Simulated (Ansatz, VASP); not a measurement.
**MgO in VASP and in Ansatz**

```
CELL_PARAMETERS angstrom
2.93802 0.00000 0.00000
-1.46901 2.65890 0.00000
0.00000 0.00000 2.67968
ATOMIC_POSITIONS crystal
Mg 0.00000 0.00000 0.00000
O 0.33333 0.66667 0.50000
```

Change from the starting cell: strain +0.0450 x Voigt [0, 1, 0, 0, 0, 0], atoms carried along.

Alike in both runs: task single point; functional LDA; k mesh 9 × 9 × 8; occupations gaussian, width 0.05 eV; no spin polarisation.

|  | VASP | Ansatz |
| --- | --- | --- |
| version | VASP 6.6.1 | Ansatz 0.2.0 |
| potentials or method | VASP PAW LDA potentials, release 64 (Mg, O), cutoff 520 eV | scalar-relativistic, plane waves, PAW |
| valence electrons in the cell | 8 | 16 |

|  | VASP | Ansatz | Ansatz less VASP |
| --- | --- | --- | --- |
| gap on the k mesh at the Fermi level (eV) | 2.48 | 2.49 | +0.004 |
| least direct gap on the mesh (eV) | 2.84 | 2.84 | +0.001 |
| pressure (GPa) | -15.1 | -13.5 | +1.57 |
| traceless stress, the component that is largest in VASP (GPa) | -7.51 | -7.50 | +0.010 |
| rms of the force components (eV/Å) | 0.044 | 0.043 | -0.0012 |

LDA's correlation is that of Perdew and Zunger in VASP and of Perdew and Wang (1992) in Ansatz. Atom by atom the forces differ by 0.001 eV/Å (rms over components). VASP's potentials hold 8 valence electrons a cell and Ansatz's 16, so a difference there can come from the potentials and not from the codes.
